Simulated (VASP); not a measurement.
Se:

```
Se
1.0
     4.36620    0.00000    0.00000
    -2.18310    3.78124    0.00000
     0.00000    0.00000    4.95360
Se
3
Direct
  0.77460 0.77460 0.00000
  0.00000 0.22540 0.66667
  0.22540 0.00000 0.33333
```

- Program: VASP 6.6.1
- Task: relaxation of cell and atoms
- Functional: PBE
- Dispersion: D3(BJ)
- Potentials or basis: VASP PAW PBE potentials, release 64 (Se)
- Cutoff: 600 eV
- k mesh: 7 × 7 × 6
- Occupations: fermi-dirac, width 0.05 eV
- Spin: no spin polarisation

At the start: pressure 0.9 GPa; volume 27.26 Å³/atom.

Problem. How do energy, volume and symmetry change on relaxing?

Solution. Over 15 steps the energy falls by 25.5 meV/atom and the volume is 24.48 Å³/atom (-10.2 %); space group P3_121 (No. 152, to 0.05 Å).

Step by step:
```tsv
step	energy change (eV)	largest force (eV/Å)	pressure (GPa)	volume (Å³)
1	0.0000	0.4482	0.86	81.78
2	-0.0112	0.0979	-1.80	83.51
3	-0.0154	0.0789	-0.92	82.90
4	-0.0281	0.0818	-0.82	81.61
5	-0.0588	0.1043	-0.28	77.76
6	-0.0603	0.1852	2.16	70.25
7	-0.0721	0.1565	0.73	74.04
8	-0.0751	0.0762	-0.62	73.95
9	-0.0763	0.0010	-0.16	73.98
10	-0.0763	0.0017	-0.18	73.98
11	-0.0765	0.0060	-0.10	73.65
12	-0.0765	0.0095	-0.04	73.35
13	-0.0765	0.0074	-0.06	73.47
14	-0.0765	0.0101	0.06	73.42
15	-0.0766	0.0024	0.01	73.44
```

Final structure:
```xyz
3
Lattice="4.0635 0.0000 0.0000 -2.0318 3.5191 0.0000 0.0000 0.0000 5.1357" Properties=species:S:1:pos:R:3 pbc="T T T"
Se    1.5284    2.6473    0.0000
Se   -0.5033    0.8718    3.4238
Se    1.0067    0.0000    1.7119
```

Caveat: the volume moved by -10 % from the deposited cell, more than functionals usually miss.
